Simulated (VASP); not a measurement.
# BP (F-43m) in VASP: notebook, part 2 of 2

VASP 6.6.1. The steps go on from the part before.

## (3) Single point, LDA (strain -0.080 along x and y, -0.080 along z)

File INCAR:

```
SYSTEM = BP
ALGO = Normal
EDIFF = 1E-6
ENCUT = 500
GGA_COMPAT = .FALSE.
ISIF = 2
ISMEAR = 0
LASPH = .TRUE.
LCHARG = .TRUE.
LELF = .TRUE.
LREAL = .FALSE.
LVHAR = .TRUE.
LWAVE = .FALSE.
NBANDS = 11
NELM = 120
PREC = Accurate
SIGMA = 0.05
```

File KPOINTS:

```
k-points
0
G
  10 10 10
  0 0 0
```

File POSCAR:

```
BP
1.0
    0.0000000000      2.0874800000      2.0874800000
    2.0874800000      0.0000000000      2.0874800000
    2.0874800000      2.0874800000      0.0000000000
B P
1 1
Direct
    0.0000000000      0.0000000000      0.0000000000
    0.7500000000      0.7500000000      0.7500000000
```

Potentials or basis: VASP PAW LDA potentials, release 64 (B, P).

Run with:

```bash
cat potpaw_LDA.64/B/POTCAR potpaw_LDA.64/P/POTCAR > POTCAR
mpirun -np 1 vasp_std > vasp.out
```

OUTCAR:

```text
SYSTEM = BP
   EDIFF = 1E-6
   ENCUT = 500
   ISIF = 2
   ISMEAR = 0
   LASPH = .TRUE.
   LREAL = .FALSE.
   NELM = 120
   PREC = Accurate

 ion  position               nearest neighbor table
   1  0.000  0.000  0.000-   2 1.81   2 1.81   2 1.81   2 1.81
   2  0.750  0.750  0.750-   1 1.81   1 1.81   1 1.81   1 1.81

  LATTYP: Found a face centered cubic cell.
 ALAT       =     4.1749600000

  Lattice vectors:

 A1 = (   0.0000000000,   2.0874800000,   2.0874800000)
 A2 = (   2.0874800000,   0.0000000000,   2.0874800000)
 A3 = (   2.0874800000,   2.0874800000,   0.0000000000)

Analysis of symmetry for initial positions (statically):
=====================================================================
 Subroutine PRICEL returns:
 Original cell was already a primitive cell.

 Routine SETGRP: Setting up the symmetry group for a
 face centered cubic supercell.

 Subroutine GETGRP returns: Found 24 space group operations
 (whereof 24 operations were pure point group operations)
 out of a pool of 48 trial point group operations.

The static configuration has the point symmetry T_d .

Analysis of symmetry for dynamics (positions and initial velocities):
=====================================================================
 Subroutine PRICEL returns:
 Original cell was already a primitive cell.

 Routine SETGRP: Setting up the symmetry group for a
 face centered cubic supercell.

 Subroutine GETGRP returns: Found 24 space group operations
 (whereof 24 operations were pure point group operations)
 out of a pool of 48 trial point group operations.

The dynamic configuration has the point symmetry T_d .

 Subroutine INISYM returns: Found 24 space group operations
 (whereof 24 operations are pure point group operations),
 and found     1 'primitive' translations

----------------------------------------------------------------------------------------

                                     Primitive cell

  volume of cell :      18.1927

  direct lattice vectors                    reciprocal lattice vectors
     0.000000000  2.087480000  2.087480000    -0.239523253  0.239523253  0.239523253
     2.087480000  0.000000000  2.087480000     0.239523253 -0.239523253  0.239523253
     2.087480000  2.087480000  0.000000000     0.239523253  0.239523253 -0.239523253

  length of vectors
     2.952142527  2.952142527  2.952142527     0.414866444  0.414866444  0.414866444

  position of ions in fractional coordinates (direct lattice)
     0.000000000  0.000000000  0.000000000
     0.750000000  0.750000000  0.750000000

  ion indices of the primitive-cell ions
   primitive index   ion index
                 1           1
                 2           2

----------------------------------------------------------------------------------------

 KPOINTS: k-points

Automatic generation of k-mesh.
 Grid dimensions read from file:
 generate k-points for:   10   10   10

 Generating k-lattice:

  Cartesian coordinates                     Fractional coordinates (reciprocal lattice)
    -0.023952325  0.023952325  0.023952325     0.100000000  0.000000000  0.000000000
     0.023952325 -0.023952325  0.023952325     0.000000000  0.100000000  0.000000000
     0.023952325  0.023952325 -0.023952325     0.000000000  0.000000000  0.100000000

  Length of vectors
     0.041486644  0.041486644  0.041486644

  Shift w.r.t. Gamma in fractional coordinates (k-lattice)
     0.000000000  0.000000000  0.000000000

 Subroutine IBZKPT returns following result:
 ===========================================

 Found     47 irreducible k-points:

 Following reciprocal coordinates:
            Coordinates               Weight
  0.000000  0.000000  0.000000      1.000000
  0.100000  0.000000  0.000000      8.000000
  0.200000  0.000000  0.000000      8.000000
  0.300000  0.000000  0.000000      8.000000
  0.400000  0.000000  0.000000      8.000000
  0.500000  0.000000  0.000000      4.000000
[... 16 lines left out ...]
  0.300000  0.300000  0.000000      6.000000
  0.400000  0.300000  0.000000     24.000000
 [... further k-points ...]
   k-points           NKPTS =     47   k-points in BZ     NKDIM =     47   number of bands    NBANDS=     11
   number of dos      NEDOS =    301   number of ions     NIONS =      2
   total plane-waves  NPLWV =  13824
   dimension x,y,z NGX =    24 NGY =   24 NGZ =   24
   dimension x,y,z NGXF=    48 NGYF=   48 NGZF=   48
   ions per type =               1   1
   NGX,Y,Z   is equivalent  to a cutoff of  13.52, 13.52, 13.52 a.u.
   NGXF,Y,Z  is equivalent  to a cutoff of  27.03, 27.03, 27.03 a.u.
 SYSTEM =  BP
   PREC   = accura    normal or accurate (medium, high low for compatibility)
   ISTART =      0    job   : 0-new  1-cont  2-samecut
   ICHARG =      2    charge: 1-file 2-atom 10-const
   ISPIN  =      1    spin polarized calculation?
   LNONCOLLINEAR =      F non collinear calculations
   LSORBIT =      F    spin-orbit coupling
   LASPH  =      T    aspherical Exc in radial PAW
   ENCUT  =  500.0 eV  36.75 Ry    6.06 a.u.   5.38  5.38  5.38*2*pi/ulx,y,z
   NELM   =    120;   NELMIN=  2; NELMDL= -5     # of ELM steps
   EDIFF  = 0.1E-05   stopping-criterion for ELM
   LREAL  =      F    real-space projection
   EDIFFG = 0.1E-04   stopping-criterion for IOM
   NSW    =      0    number of steps for IOM
   IBRION =     -1    ionic relax: 0-MD 1-quasi-New 2-CG
   NFREE  =      0    steps in history (QN), initial steepest desc. (CG)
   ISIF   =      2    stress and relaxation
   ISYM   =      2    0-nonsym 1-usesym 2-fastsym
   POTIM  = 0.5000    time-step for ionic-motion
   TEBEG  =    0.0;   TEEND  =   0.0 temperature during run
   PSTRESS=    0.0 pullay stress
   NELECT =       8.0000    total number of electrons
   NUPDOWN=      -1.0000    fix difference up-down
   EMIN   =  10.00;   EMAX   =-10.00  energy-range for DOS
   EFERMI =   0.00;   METHOD = LEGACY
   ISMEAR =     0;   SIGMA  =   0.05  broadening in eV -4-tet -1-fermi 0-gaus
   EFERMI_NEDOS =   21; number of points for ismear=-14 and -15
   IALGO  =     38    algorithm
   IMIX   =      4    mixing-type and parameters
     AMIX     =   0.40;   BMIX     =  1.00
     AMIX_MAG =   1.60;   BMIX_MAG =  1.00
  volume/ion in A,a.u.               =       9.10        61.39
  Fermi-wavevector in a.u.,A,eV,Ry     =   1.244913  2.352545 21.086440  1.549810
  Thomas-Fermi vector in A             =   2.379159
   LORBIT       =      0    0 simple, 1 ext, 2 COOP (PROOUT), +10 PAW based schemes
   GGA     = CA    functional components
   LHFCALC =     F    Hartree Fock is set to
   AEXX    =    0.0000 exact exchange contribution
   IVDW    =     0    specifies the selected vdW correction
   LEPSILON=     F    determine dielectric tensor
   LRPA    =     F    only Hartree local field effects (RPA)
 non-spin polarized calculation
 Gauss-broadening in eV      SIGMA  =   0.05
  energy-cutoff  :      500.00
  volume of cell :       18.19
 maximum number of plane-waves:       483
 NGX is ok and might be reduce to    24
   NGX = 11   NGY = 11   NGZ = 11

 number of electron       7.9999999 magnetization

 Free energy of the ion-electron system (eV)
  ---------------------------------------------------
  ext. energy  EPLUGINS =         0.00000000
  ---------------------------------------------------
  free energy    TOTEN  =       -13.73084918 eV

  energy without entropy =      -13.73084918  energy(sigma->0) =      -13.73084918

 E-fermi :  10.8597     XC(G=0): -12.1522

 val. band max:       10.6368649449   @ k =   0.0000   0.0000   0.0000
 cond. band min:      11.4397934447   @ k =   0.5000   0.5000   0.0000
 fundamental gap:      0.8029284998
 Fermi energy:        10.8596817956

 k-point     1 :       0.0000    0.0000    0.0000
  band No.  band energies     occupation
      1      -7.1064      2.00000
      2      10.6369      2.00000
      3      10.6369      2.00000
      4      10.6369      2.00000
      5      14.5709      0.00000
      6      14.5709      0.00000
      7      14.5709      0.00000
      8      22.0155      0.00000
      9      23.6538      0.00000
     10      23.6538      0.00000
     11      24.0359      0.00000
[... 309 lines left out ...]
 k-point    24 :       0.4000    0.3000    0.0000
  band No.  band energies     occupation
      1      -3.4932      2.00000
      2       4.0318      2.00000
      3       5.6622      2.00000
      4       6.3575      2.00000
      5      12.2412      0.00000
      6      14.1286      0.00000
      7      21.7663      0.00000
      8      22.0694      0.00000
      9      27.5400      0.00000
     10      27.6213      0.00000
     11      31.6221      0.00000

 [... further k-points ...]
[... 5 lines left out ...]
  --------------------------------------------------------------------------------------
  -------------------------------------------------------------------------------------
  Total        6.4836615      6.4836615      6.4836615     -0.0000000      0.0000000      0.0000000
  in kB      570.9971594    570.9971594    570.9971594     -0.0000000      0.0000000      0.0000000
  external PRESSURE =     570.9971594 kB  Pullay stress =       0.0000000 kB

 VOLUME and BASIS-vectors are now :
 -----------------------------------------------------------------------------
  energy-cutoff  :      500.00
  volume of cell :       18.19
      direct lattice vectors                 reciprocal lattice vectors
     0.000000000  2.087480000  2.087480000    -0.239523253  0.239523253  0.239523253
     2.087480000  0.000000000  2.087480000     0.239523253 -0.239523253  0.239523253
     2.087480000  2.087480000  0.000000000     0.239523253  0.239523253 -0.239523253

 POSITION                                       TOTAL-FORCE (eV/Angst)
 -----------------------------------------------------------------------------------
      0.00000      0.00000      0.00000         0.000000      0.000000      0.000000
      3.13122      3.13122      3.13122        -0.000000     -0.000000     -0.000000
 -----------------------------------------------------------------------------------
    total drift:                                0.000000      0.000000      0.000000

  FREE ENERGIE OF THE ION-ELECTRON SYSTEM (eV)
  ---------------------------------------------------
  free  energy   TOTEN  =       -13.7308491838 eV

  energy  without entropy=      -13.7308491838  energy(sigma->0) =      -13.73084918
```

It took 5.6 s on 1 thread of AMD EPYC 9R45 (Zen 5), shared host; peak memory 0.09 GiB.

Results:

```
Free energy            : -13.7308 eV
Pressure               : 57.1 GPa
Band gap on the k mesh : 0.80 eV, indirect (least direct gap 3.93 eV)
```

Caveat: the cell differs from its parent crystal (strain -0.080 along x and y, -0.080 along z).

## (4) Single point, PBEsol

This run uses another cell than the first one, of 9.10 Å³/atom, 0.618 times its volume.

File INCAR:

```
  PREC = Accurate
  ENCUT = 500
  EDIFF = 1E-6
  ISMEAR = 0
  SIGMA = 0.05
  LREAL = False
  LASPH = True
  NELM = 120
  ALGO = Normal
  ISIF = 2
  LWAVE = False
  LCHARG = False
  GGA = PS
  NBANDS = 11
  GGA_COMPAT = False
```

File KPOINTS:

```
regular mesh
0
Gamma
  10 10 10
```

POSCAR is that of step 3.

Potentials or basis: VASP PAW PBE potentials, release 64 (B, P).

Run with:

```bash
cat potpaw_PBE.64/B/POTCAR potpaw_PBE.64/P/POTCAR > POTCAR
mpirun -np 1 vasp_std > vasp.out
```

Wall time 5.8 s (1 thread of AMD EPYC 9R45 (Zen 5), shared host); peak memory 0.1 GiB.

The run converged. Its results:

| Quantity | Value |
| --- | --- |
| Free energy | -12.8723 eV |
| Pressure | 62.8 GPa |
| Band gap on the k mesh | 0.70 eV, indirect (least direct gap 3.90 eV) |

Levels at points of the mesh, in eV from the valence-band top:
| k point | band 2 | band 3 | band 4 | band 5 | band 6 | band 7 |
| --- | --- | --- | --- | --- | --- | --- |
| (0.00, 0.00, 0.00) | 0.00 | 0.00 | 0.00 | 3.90 | 3.90 | 3.90 |
| (0.50, 0.00, 0.00) | -11.03 | -2.03 | -2.03 | 4.83 | 4.83 | 5.37 |
| (0.50, 0.50, 0.00) | -9.94 | -5.06 | -5.06 | 0.70 | 1.35 | 14.56 |

Caveat: the PAW data sets were made with another functional, which shifts forces and pressure a little. A k mesh can miss the band edges.

## (5) Summary

```csv
level,potentials or basis,cell,cutoff (eV),gap on the mesh (eV),pressure (GPa)
LDA,"VASP PAW LDA potentials, release 64 (B, P)","a = 3.466 Å, angles 60.0°, 2 atoms",520,1.42,-27.7
LDA,"VASP PAW LDA potentials, release 64 (B, P)","a = 2.952 Å, angles 60.0°, 2 atoms",500,0.80,57.1
PBEsol,"VASP PAW PBE potentials, release 64 (B, P)","a = 2.952 Å, angles 60.0°, 2 atoms",500,0.70,62.8
```

Alike in all rows: task single point; no spin polarisation; k mesh 10 × 10 × 10; smearing gaussian 0.05 eV.

Caveats: the PAW data sets were made with another functional, which shifts forces and pressure a little (some runs).

Total energies depend on the potentials used, so only differences within one code and one set of settings carry meaning.
